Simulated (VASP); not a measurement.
# CuO (P1) in VASP: a series of runs, part 2 of 2

VASP 6.6.1. Earlier steps stand in the parts before.

## Step 3: Single point, PBEsol

Contents of INCAR:

```
PREC     = Accurate       # precision mode
ENCUT    = 820            # plane-wave cutoff, eV
EDIFF    = 1E-6           # SCF threshold, eV
ISMEAR   = 0              # smearing method
SIGMA    = 0.1            # smearing width, eV
LREAL    = False          # projectors in reciprocal space
LASPH    = True           # aspherical terms in the spheres
NELM     = 120            # most SCF steps
ALGO     = Normal         # electronic algorithm
ISIF     = 2              # what is computed and relaxed
LWAVE    = False          # write WAVECAR
LCHARG   = False          # write CHGCAR
GGA      = PS             # functional
NBANDS   = 33             # bands
GGA_COMPAT= False
```

Contents of KPOINTS:

```
regular mesh
0
Gamma
  2 2 1
```

Contents of POSCAR:

```
CuO
1.0
    2.9027900792      0.0128346910     -0.0340833917
    0.0522224784      2.8448878033      0.0026072298
   -0.0435563076      0.0226345624      5.2731527454
Cu O
2 2
Direct
    0.5106995731      0.0053434258      0.4983983317
    0.0537874343      0.4780918003     -0.0097061318
   -0.0431909901      0.9791177467      0.2496237619
    1.0253855975      0.0012663399      0.7685903712
```

Potentials or basis: VASP PAW PBE potentials, release 64 (Cu_sv_GW, O).

On the command line:

```bash
$ cat potpaw_PBE.64/Cu_sv_GW/POTCAR potpaw_PBE.64/O/POTCAR > POTCAR
$ mpirun -np 1 vasp_std > vasp.out
```

OUTCAR:

```text
PREC = Accurate
   ENCUT = 820
   EDIFF = 1E-6
   ISMEAR = 0
   LREAL = False
   LASPH = True
   NELM = 120
   ISIF = 2
   GGA = PS

 ion  position               nearest neighbor table
   1  0.511  0.005  0.498-   3 1.86   4 2.02   4 2.04   3 2.06
   2  0.054  0.478  0.990-   4 1.80   4 1.89   3 1.99   3 2.00
   3  0.957  0.979  0.250-   1 1.86   2 1.99   2 2.00   1 2.06
   4  0.025  0.001  0.769-   2 1.80   2 1.89   1 2.02   1 2.04

  LATTYP: Found a triclinic cell.
 ALAT       =     9.6915389389
 B/A-ratio  =     0.6611281675
 C/A-ratio  =     1.2728829731
 COS(alpha) =     0.0018772223
 COS(beta)  =     0.6034234964
 COS(gamma) =     0.7965242206

  Lattice vectors:

 A1 = (   5.7446915092,  -5.6867407870,  -5.3465339884)
 A2 = (   5.7533576800,  -2.8192184213,  -0.0707740132)
 A3 = (  -2.9201224208,  -5.7478794224, -10.5174365587)

Analysis of symmetry for initial positions (statically):
=====================================================================
 Subroutine PRICEL returns:
 Original cell was already a primitive cell.

 Routine SETGRP: Setting up the symmetry group for a
 triclinic supercell.

 Subroutine GETGRP returns: Found  1 space group operations
 (whereof  1 operations were pure point group operations)
 out of a pool of  2 trial point group operations.

The static configuration has the point symmetry C_1 .

Analysis of symmetry for dynamics (positions and initial velocities):
=====================================================================
 Subroutine PRICEL returns:
 Original cell was already a primitive cell.

 Routine SETGRP: Setting up the symmetry group for a
 triclinic supercell.

 Subroutine GETGRP returns: Found  1 space group operations
 (whereof  1 operations were pure point group operations)
 out of a pool of  2 trial point group operations.

The dynamic configuration has the point symmetry C_1 .

 Subroutine INISYM returns: Found  1 space group operations
 (whereof  1 operations are pure point group operations),
 and found     1 'primitive' translations

----------------------------------------------------------------------------------------

                                     Primitive cell

  volume of cell :      43.5383

  direct lattice vectors                    reciprocal lattice vectors
     2.902790079  0.012834691 -0.034083392     0.344557861 -0.006327545  0.002873213
     0.052222478  2.844887803  0.002607230    -0.001572196  0.351537966 -0.001521933
    -0.043556308  0.022634562  5.273152745     0.002227851 -0.000214711  0.189659193

  length of vectors
     2.903018541  2.845368271  5.273381207     0.344627934  0.351544776  0.189672399

  position of ions in fractional coordinates (direct lattice)
     0.510699573  0.005343426  0.498398332
     0.053787434  0.478091800  0.990293868
     0.956809010  0.979117747  0.249623762
     0.025385597  0.001266340  0.768590371

  ion indices of the primitive-cell ions
   primitive index   ion index
                 1           1
                 2           2
                 3           3
                 4           4

----------------------------------------------------------------------------------------

 KPOINTS: regular mesh

Automatic generation of k-mesh.
 Grid dimensions read from file:
 generate k-points for:    2    2    1

 Generating k-lattice:

  Cartesian coordinates                     Fractional coordinates (reciprocal lattice)
     0.172278931 -0.003163773  0.001436606     0.500000000  0.000000000 -0.000000000
    -0.000786098  0.175768983 -0.000760967     0.000000000  0.500000000 -0.000000000
     0.002227851 -0.000214711  0.189659193    -0.000000000  0.000000000  1.000000000

  Length of vectors
     0.172313967  0.175772388  0.189672399

  Shift w.r.t. Gamma in fractional coordinates (k-lattice)
     0.000000000  0.000000000  0.000000000

 Subroutine IBZKPT returns following result:
 ===========================================

 Found      4 irreducible k-points:

 Following reciprocal coordinates:
            Coordinates               Weight
  0.000000  0.000000  0.000000      1.000000
  0.500000  0.000000 -0.000000      1.000000
 -0.000000  0.500000 -0.000000      1.000000
  0.500000  0.500000 -0.000000      1.000000
   k-points           NKPTS =      4   k-points in BZ     NKDIM =      4   number of bands    NBANDS=     33
   number of dos      NEDOS =    301   number of ions     NIONS =      4
   total plane-waves  NPLWV =  39200
   dimension x,y,z NGX =    28 NGY =   28 NGZ =   50
   dimension x,y,z NGXF=    56 NGYF=   56 NGZF=  100
   ions per type =               2   2
   NGX,Y,Z   is equivalent  to a cutoff of  16.03, 16.36, 15.76 a.u.
   NGXF,Y,Z  is equivalent  to a cutoff of  32.07, 32.72, 31.53 a.u.
 SYSTEM =  unknown system
   PREC   = accura    normal or accurate (medium, high low for compatibility)
   ISTART =      0    job   : 0-new  1-cont  2-samecut
   ICHARG =      2    charge: 1-file 2-atom 10-const
   ISPIN  =      1    spin polarized calculation?
   LNONCOLLINEAR =      F non collinear calculations
   LSORBIT =      F    spin-orbit coupling
   LASPH  =      T    aspherical Exc in radial PAW
   ENCUT  =  820.0 eV  60.27 Ry    7.76 a.u.   6.78  6.64 12.31*2*pi/ulx,y,z
   NELM   =    120;   NELMIN=  2; NELMDL= -5     # of ELM steps
   EDIFF  = 0.1E-05   stopping-criterion for ELM
   LREAL  =      F    real-space projection
   EDIFFG = 0.1E-04   stopping-criterion for IOM
   NSW    =      0    number of steps for IOM
   IBRION =     -1    ionic relax: 0-MD 1-quasi-New 2-CG
   NFREE  =      0    steps in history (QN), initial steepest desc. (CG)
   ISIF   =      2    stress and relaxation
   ISYM   =      2    0-nonsym 1-usesym 2-fastsym
   POTIM  = 0.5000    time-step for ionic-motion
   TEBEG  =    0.0;   TEEND  =   0.0 temperature during run
   PSTRESS=    0.0 pullay stress
   NELECT =      50.0000    total number of electrons
   NUPDOWN=      -1.0000    fix difference up-down
   EMIN   =  10.00;   EMAX   =-10.00  energy-range for DOS
   EFERMI =   0.00;   METHOD = LEGACY
   ISMEAR =     0;   SIGMA  =   0.10  broadening in eV -4-tet -1-fermi 0-gaus
   EFERMI_NEDOS =   21; number of points for ismear=-14 and -15
   IALGO  =     38    algorithm
   IMIX   =      4    mixing-type and parameters
     AMIX     =   0.40;   BMIX     =  1.00
     AMIX_MAG =   1.60;   BMIX_MAG =  1.00
  volume/ion in A,a.u.               =      10.88        73.45
  Fermi-wavevector in a.u.,A,eV,Ry     =   1.714382  3.239712 39.988965  2.939106
  Thomas-Fermi vector in A             =   2.791950
   LORBIT       =      0    0 simple, 1 ext, 2 COOP (PROOUT), +10 PAW based schemes
   GGA     = PS    functional components
   LHFCALC =     F    Hartree Fock is set to
   AEXX    =    0.0000 exact exchange contribution
   IVDW    =     0    specifies the selected vdW correction
   LEPSILON=     F    determine dielectric tensor
   LRPA    =     F    only Hartree local field effects (RPA)
 non-spin polarized calculation
 Gauss-broadening in eV      SIGMA  =   0.10
  energy-cutoff  :      820.00
  volume of cell :       43.54
 maximum number of plane-waves:      2332
 NGX is ok and might be reduce to    28
   NGX = 13   NGY = 13   NGZ = 25

 number of electron      49.9999993 magnetization

 Free energy of the ion-electron system (eV)
  ---------------------------------------------------
  ext. energy  EPLUGINS =         0.00000000
  ---------------------------------------------------
  free energy    TOTEN  =       -20.14415321 eV

  energy without entropy =      -20.10923053  energy(sigma->0) =      -20.12669187

 E-fermi :   5.7034     XC(G=0): -11.9808

 val. band max:        5.6976462769   @ k =   0.0000   0.0000   0.0000
 cond. band min:       5.7335729693   @ k =   0.5000   0.0000  -0.0000
 fundamental gap:      0.0359266925
 Fermi energy:         5.7033546428

 k-point     1 :       0.0000    0.0000    0.0000
  band No.  band energies     occupation
      1    -107.5211      2.00000
      2    -106.9373      2.00000
      3     -65.2074      2.00000
      4     -65.1530      2.00000
      5     -64.7832      2.00000
      6     -64.6080      2.00000
[... 25 lines left out ...]
     32      19.6568      0.00000
     33      19.9963      0.00000
[... 77 lines left out ...]
      3     -65.2141      2.00000
      4     -65.1606      2.00000
      5     -64.7931      2.00000
      6     -64.6112      2.00000
[... 25 lines left out ...]
     32      16.6910      0.00000
     33      17.4029      0.00000

------------------------ aborting loop because EDIFF is reached ----------------------------------------

  FORCE on cell =-STRESS in cart. coord.  units (eV):
  Direction    XX          YY          ZZ          XY          YZ          ZX
  --------------------------------------------------------------------------------------
  -------------------------------------------------------------------------------------
  Total        0.9844226      1.5160622     -1.4362402      0.1439710      0.6211270      0.5280548
  in kB       36.2260138     55.7899512    -52.8525620      5.2980257     22.8570060     19.4320190
  external PRESSURE =      13.0544677 kB  Pullay stress =       0.0000000 kB

 VOLUME and BASIS-vectors are now :
 -----------------------------------------------------------------------------
  energy-cutoff  :      820.00
  volume of cell :       43.54
      direct lattice vectors                 reciprocal lattice vectors
     2.902790079  0.012834691 -0.034083392     0.344557861 -0.006327545  0.002873213
     0.052222478  2.844887803  0.002607230    -0.001572196  0.351537966 -0.001521933
    -0.043556308  0.022634562  5.273152745     0.002227851 -0.000214711  0.189659193

 POSITION                                       TOTAL-FORCE (eV/Angst)
 -----------------------------------------------------------------------------------
      1.46102      0.03304      2.61074        -0.127448     -0.187108      0.485132
      0.13797      1.38322      5.22138        -0.612900      0.851318      2.019111
      2.81767      2.80341      1.28625         0.138832     -0.111094     -0.695874
      0.04028      0.02133      4.05203         0.601515     -0.553116     -1.808369
 -----------------------------------------------------------------------------------
    total drift:                                0.000207      0.000606     -0.001639

  FREE ENERGIE OF THE ION-ELECTRON SYSTEM (eV)
  ---------------------------------------------------
  free  energy   TOTEN  =       -20.1441532096 eV

  energy  without entropy=      -20.1092305298  energy(sigma->0) =      -20.12669187
```

It took 42 s on 1 thread of Intel Xeon Platinum 8259CL at 2.50GHz (Skylake/Cascade Lake), shared host; peak memory 0.19 GiB.

What came out:

```yaml
Free_energy: -20.1442 eV
Pressure: 1.3 GPa
Largest_force: 2.275 eV/Å
Band_gap_on_the_k_mesh: 0.04 eV (least direct gap 0.23 eV)
```

Forces on the atoms (eV/Å):
```
Cu  -0.127 -0.187  0.485
Cu  -0.613  0.851  2.019
O    0.139 -0.111 -0.696
O    0.602 -0.553 -1.808
```

Stress tensor (GPa, compression positive):
```
 3.62  0.53  1.94
 0.53  5.58  2.29
 1.94  2.29 -5.29
```

Caveat: the k points lie up to 1.19 Å⁻¹ apart, too coarse for converged energies, forces and pressures; semilocal functionals underestimate gaps, and a narrow one can read as zero; the PAW data sets were made with another functional, which shifts forces and pressure a little.
